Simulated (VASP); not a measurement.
AlIr, 2 atoms in the cell. The structure is cubic, space group Pm-3m (No. 221). Conventional cell: a = 2.989 Å, b = 2.989 Å, c = 2.989 Å, α = 90.00°, β = 90.00°, γ = 90.00°. Within 3.4 Å of Al (site symmetry m-3m) lie 8 Ir at 2.59 Å and 6 Al at 2.99 Å. Within 3.4 Å of Ir (site symmetry m-3m) lie 8 Al at 2.59 Å and 6 Ir at 2.99 Å. 

* Program: VASP 6.6.1
* Task: relaxation of cell and atoms
* Functional: PBEsol
* Potentials or basis: VASP PAW PBE potentials, release 64 (Al, Ir)
* Cutoff: 600 eV
* k mesh: 16 × 16 × 16
* Occupations: fermi-dirac, width 0.08 eV
* Spin: no spin polarisation
* Target pressure: 15 GPa
* Dipole correction: no
* Further INCAR settings: ALGO = Normal; EDIFF = 1e-06; IBRION = 2; EDIFFG = -0.002; NSW = 100; ISIF = 3

Potentials or basis: VASP PAW PBE potentials, release 64 (Al, Ir).

Command:

```bash
$ cat potpaw_PBE.64/Al/POTCAR potpaw_PBE.64/Ir/POTCAR > POTCAR
$ mpirun -np 1 vasp_std > vasp.out
```

Hardware: 1 thread of Intel(R) Xeon(R) Platinum 8375C CPU @ 2.90GHz (Ice Lake), on a shared host.

Question: Estimate the wall time of this run.

Answer: It took 74 s on 1 thread of Intel(R) Xeon(R) Platinum 8375C CPU @ 2.90GHz (Ice Lake), with other jobs on the host, peak memory 0.21 GiB. Counts: scf iterations 46, k points 165, ion steps 7.
